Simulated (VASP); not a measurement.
# CdF2 in VASP: further runs, part 2 of 2

VASP 6.6.1. Earlier steps stand in the parts before.

## Step 3: Single point, PBEsol (10.93 Å³/atom)

This run uses another cell than the first one, of 10.93 Å³/atom.

INCAR

```
PREC = Accurate
ENCUT = 520
EDIFF = 1E-6
ISMEAR = 0
SIGMA = 0.05
LREAL = False
LASPH = True
NELM = 100
ALGO = Normal
ISIF = 2
LWAVE = False
LCHARG = True
GGA = PS
LELF = True
LVHAR = True
NBANDS = 20
```

KPOINTS

```
Automatic mesh
0
Gamma
  8 8 8
```

POSCAR

```
CdF2
1.0
    0.0000000000      2.5063851894      2.6088963436
    2.5063851894      0.0000000000      2.6088963436
    2.5063851894      2.5063851894      0.0000000000
Cd F
1 2
Direct
    0.0000000000      0.0000000000      0.0000000000
    0.2500000000      0.2500000000      0.2500000000
    0.7500000000      0.7500000000      0.7500000000
```

Potentials or basis: VASP PAW PBE potentials, release 64 (Cd, F).

Command:

```console
cat potpaw_PBE.64/Cd/POTCAR potpaw_PBE.64/F/POTCAR > POTCAR
mpirun -np 1 vasp_std > vasp.out
```

OUTCAR:

```text
PREC = Accurate
   ENCUT = 520
   EDIFF = 1E-6
   ISMEAR = 0
   LREAL = False
   LASPH = True
   NELM = 100
   ISIF = 2
   GGA = PS

 ion  position               nearest neighbor table
   1  0.000  0.000  0.000-   3 2.20   3 2.20   3 2.20   2 2.20   3 2.20   2 2.20   2 2.20   2 2.20

   2  0.250  0.250  0.250-   1 2.20   1 2.20   1 2.20   1 2.20
   3  0.750  0.750  0.750-   1 2.20   1 2.20   1 2.20   1 2.20

  LATTYP: Found a body centered tetragonal cell.
 ALAT       =     3.5445639274
 C/A-ratio  =     1.4720548970

  Lattice vectors:

 A1 = (  -2.5063851894,   0.0000000000,   2.6088963436)
 A2 = (   2.5063851894,   0.0000000000,   2.6088963436)
 A3 = (   0.0000000000,   2.5063851894,  -2.6088963436)

Analysis of symmetry for initial positions (statically):
=====================================================================
 Subroutine PRICEL returns:
 Original cell was already a primitive cell.

 Routine SETGRP: Setting up the symmetry group for a
 body centered tetragonal supercell.

 Subroutine GETGRP returns: Found 16 space group operations
 (whereof 16 operations were pure point group operations)
 out of a pool of 16 trial point group operations.

The static configuration has the point symmetry D_4h.

Analysis of symmetry for dynamics (positions and initial velocities):
=====================================================================
 Subroutine PRICEL returns:
 Original cell was already a primitive cell.

 Routine SETGRP: Setting up the symmetry group for a
 body centered tetragonal supercell.

 Subroutine GETGRP returns: Found 16 space group operations
 (whereof 16 operations were pure point group operations)
 out of a pool of 16 trial point group operations.

The dynamic configuration has the point symmetry D_4h.

 Subroutine INISYM returns: Found 16 space group operations
 (whereof 16 operations are pure point group operations),
 and found     1 'primitive' translations

----------------------------------------------------------------------------------------

                                     Primitive cell

  volume of cell :      32.7780

  direct lattice vectors                    reciprocal lattice vectors
     0.000000000  2.506385189  2.608896344    -0.199490486  0.199490486  0.191651923
     2.506385189  0.000000000  2.608896344     0.199490486 -0.199490486  0.191651923
     2.506385189  2.506385189  0.000000000     0.199490486  0.199490486 -0.191651923

  length of vectors
     3.617776506  3.617776506  3.544563927     0.341062117  0.341062117  0.341062117

  position of ions in fractional coordinates (direct lattice)
     0.000000000  0.000000000  0.000000000
     0.250000000  0.250000000  0.250000000
     0.750000000  0.750000000  0.750000000

  ion indices of the primitive-cell ions
   primitive index   ion index
                 1           1
                 2           2
                 3           3

----------------------------------------------------------------------------------------

 KPOINTS: Automatic mesh

Automatic generation of k-mesh.
 Grid dimensions read from file:
 generate k-points for:    8    8    8

 Generating k-lattice:

  Cartesian coordinates                     Fractional coordinates (reciprocal lattice)
    -0.024936311  0.024936311  0.023956490     0.125000000  0.000000000  0.000000000
     0.024936311 -0.024936311  0.023956490     0.000000000  0.125000000  0.000000000
     0.024936311  0.024936311 -0.023956490    -0.000000000 -0.000000000  0.125000000

  Length of vectors
     0.042632765  0.042632765  0.042632765

  Shift w.r.t. Gamma in fractional coordinates (k-lattice)
     0.000000000  0.000000000  0.000000000

 Subroutine IBZKPT returns following result:
 ===========================================

 Found     59 irreducible k-points:

 Following reciprocal coordinates:
            Coordinates               Weight
  0.000000  0.000000  0.000000      1.000000
  0.125000  0.000000  0.000000      8.000000
  0.250000  0.000000  0.000000      8.000000
  0.375000  0.000000  0.000000      8.000000
  0.500000  0.000000  0.000000      4.000000
  0.125000  0.125000  0.000000      2.000000
[... 16 lines left out ...]
  0.250000  0.000000  0.125000     16.000000
  0.375000  0.000000  0.125000     16.000000
 [... further k-points ...]
   k-points           NKPTS =     59   k-points in BZ     NKDIM =     59   number of bands    NBANDS=     20
   number of dos      NEDOS =    301   number of ions     NIONS =      3
   total plane-waves  NPLWV =  21952
   dimension x,y,z NGX =    28 NGY =   28 NGZ =   28
   dimension x,y,z NGXF=    56 NGYF=   56 NGZF=   56
   ions per type =               1   2
   NGX,Y,Z   is equivalent  to a cutoff of  12.87, 12.87, 13.13 a.u.
   NGXF,Y,Z  is equivalent  to a cutoff of  25.73, 25.73, 26.26 a.u.
 SYSTEM =  unknown system
   PREC   = accura    normal or accurate (medium, high low for compatibility)
   ISTART =      0    job   : 0-new  1-cont  2-samecut
   ICHARG =      2    charge: 1-file 2-atom 10-const
   ISPIN  =      1    spin polarized calculation?
   LNONCOLLINEAR =      F non collinear calculations
   LSORBIT =      F    spin-orbit coupling
   LASPH  =      T    aspherical Exc in radial PAW
   ENCUT  =  520.0 eV  38.22 Ry    6.18 a.u.   6.73  6.73  6.59*2*pi/ulx,y,z
   NELM   =    100;   NELMIN=  2; NELMDL= -5     # of ELM steps
   EDIFF  = 0.1E-05   stopping-criterion for ELM
   LREAL  =      F    real-space projection
   EDIFFG = 0.1E-04   stopping-criterion for IOM
   NSW    =      0    number of steps for IOM
   IBRION =     -1    ionic relax: 0-MD 1-quasi-New 2-CG
   NFREE  =      0    steps in history (QN), initial steepest desc. (CG)
   ISIF   =      2    stress and relaxation
   ISYM   =      2    0-nonsym 1-usesym 2-fastsym
   POTIM  = 0.5000    time-step for ionic-motion
   TEBEG  =    0.0;   TEEND  =   0.0 temperature during run
   PSTRESS=    0.0 pullay stress
   NELECT =      26.0000    total number of electrons
   NUPDOWN=      -1.0000    fix difference up-down
   EMIN   =  10.00;   EMAX   =-10.00  energy-range for DOS
   EFERMI =   0.00;   METHOD = LEGACY
   ISMEAR =     0;   SIGMA  =   0.05  broadening in eV -4-tet -1-fermi 0-gaus
   EFERMI_NEDOS =   21; number of points for ismear=-14 and -15
   IALGO  =     38    algorithm
   IMIX   =      4    mixing-type and parameters
     AMIX     =   0.40;   BMIX     =  1.00
     AMIX_MAG =   1.60;   BMIX_MAG =  1.00
  volume/ion in A,a.u.               =      10.93        73.73
  Fermi-wavevector in a.u.,A,eV,Ry     =   1.515439  2.863764 31.246533  2.296555
  Thomas-Fermi vector in A             =   2.624963
   LORBIT       =      0    0 simple, 1 ext, 2 COOP (PROOUT), +10 PAW based schemes
   GGA     = PS    functional components
   LHFCALC =     F    Hartree Fock is set to
   AEXX    =    0.0000 exact exchange contribution
   IVDW    =     0    specifies the selected vdW correction
   LEPSILON=     F    determine dielectric tensor
   LRPA    =     F    only Hartree local field effects (RPA)
 non-spin polarized calculation
 Gauss-broadening in eV      SIGMA  =   0.05
  energy-cutoff  :      520.00
  volume of cell :       32.78
 maximum number of plane-waves:       909
   NGX = 13   NGY = 13   NGZ = 13

 number of electron      25.9999989 magnetization

 Free energy of the ion-electron system (eV)
  ---------------------------------------------------
  ext. energy  EPLUGINS =         0.00000000
  ---------------------------------------------------
  free energy    TOTEN  =       -11.03839671 eV

  energy without entropy =      -11.03839671  energy(sigma->0) =      -11.03839671

 E-fermi :   0.4281     XC(G=0): -11.7282

 val. band max:        0.1302340311   @ k =  -0.2500   0.2500   0.5000
 cond. band min:       3.6067393210   @ k =   0.0000   0.0000   0.0000
 fundamental gap:      3.4765052899
 Fermi energy:         0.4281351328

 k-point     1 :       0.0000    0.0000    0.0000
  band No.  band energies     occupation
      1     -21.8153      2.00000
      2     -20.0562      2.00000
      3      -6.3951      2.00000
      4      -6.3914      2.00000
      5      -6.3914      2.00000
      6      -4.2412      2.00000
[... 12 lines left out ...]
     19      20.5625      0.00000
[... 513 lines left out ...]
      4      -5.8661      2.00000
      5      -4.7467      2.00000
      6      -4.6797      2.00000
[... 12 lines left out ...]
     19      20.2680      0.00000
     20      22.6272      0.00000

 [... further k-points ...]

------------------------ aborting loop because EDIFF is reached ----------------------------------------

  FORCE on cell =-STRESS in cart. coord.  units (eV):
  Direction    XX          YY          ZZ          XY          YZ          ZX
  --------------------------------------------------------------------------------------
  -------------------------------------------------------------------------------------
  Total        6.6314268      6.6314268      5.7014191      0.0000000      0.0000000      0.0000000
  in kB      324.1418540    324.1418540    278.6833979      0.0000000      0.0000000      0.0000000
  external PRESSURE =     308.9890353 kB  Pullay stress =       0.0000000 kB

 VOLUME and BASIS-vectors are now :
 -----------------------------------------------------------------------------
  energy-cutoff  :      520.00
  volume of cell :       32.78
      direct lattice vectors                 reciprocal lattice vectors
     0.000000000  2.506385189  2.608896344    -0.199490486  0.199490486  0.191651923
     2.506385189  0.000000000  2.608896344     0.199490486 -0.199490486  0.191651923
     2.506385189  2.506385189  0.000000000     0.199490486  0.199490486 -0.191651923

 POSITION                                       TOTAL-FORCE (eV/Angst)
 -----------------------------------------------------------------------------------
      0.00000      0.00000      0.00000         0.000000     -0.000000     -0.000000
      1.25319      1.25319      1.30445        -0.000000     -0.000000      0.000000
      3.75958      3.75958      3.91334         0.000000      0.000000      0.000000
 -----------------------------------------------------------------------------------
    total drift:                                0.000000      0.000000      0.000000

  FREE ENERGIE OF THE ION-ELECTRON SYSTEM (eV)
  ---------------------------------------------------
  free  energy   TOTEN  =       -11.0383967110 eV

  energy  without entropy=      -11.0383967110  energy(sigma->0) =      -11.03839671
```

OSZICAR:

```text
N       E                     dE             d eps       ncg     rms          rms(c)
DAV:   1     0.200193712155E+03    0.20019E+03   -0.15850E+04  2472   0.136E+03
DAV:   2    -0.422407954229E+01   -0.20442E+03   -0.19682E+03  2564   0.356E+02
DAV:   3    -0.123017757596E+02   -0.80777E+01   -0.80554E+01  2672   0.769E+01
DAV:   4    -0.123354741410E+02   -0.33698E-01   -0.33697E-01  2548   0.504E+00
DAV:   5    -0.123355852799E+02   -0.11114E-03   -0.11114E-03  2664   0.260E-01    0.136E+01
DAV:   6    -0.110254210644E+02    0.13102E+01   -0.28095E+00  2996   0.307E+01    0.103E+01
DAV:   7    -0.110491265910E+02   -0.23706E-01   -0.64372E-01  2480   0.742E+00    0.588E+00
DAV:   8    -0.110434265445E+02    0.57000E-02   -0.81894E-02  2448   0.322E+00    0.520E-01
DAV:   9    -0.110378730976E+02    0.55534E-02   -0.19509E-02  2956   0.229E+00    0.798E-02
DAV:  10    -0.110383403125E+02   -0.46721E-03   -0.22450E-03  2408   0.415E-01    0.810E-02
DAV:  11    -0.110383910258E+02   -0.50713E-04   -0.68019E-05  2576   0.807E-02    0.280E-02
DAV:  12    -0.110383956242E+02   -0.45984E-05   -0.94296E-06  2620   0.443E-02    0.109E-02
DAV:  13    -0.110383972648E+02   -0.16406E-05   -0.94125E-06  2456   0.338E-02    0.121E-02
DAV:  14    -0.110383967110E+02    0.55380E-06   -0.19081E-06  2044   0.218E-02
   1 F= -.11038397E+02 E0= -.11038397E+02  d E =-.636864E-19
```

Wall time 55 s (1 thread of Intel Xeon 8259CL, shared host); peak memory 0.18 GiB.

What came out:

```
Free energy            : -11.0384 eV
Pressure               : 30.9 GPa
Band gap on the k mesh : 3.48 eV (least direct gap 3.62 eV)
```

Caveat: the cell stands under pressure; the PAW data sets were made with another functional, which shifts forces and pressure a little. A hybrid or GW would open this gap; PBEsol tends to underestimate it.
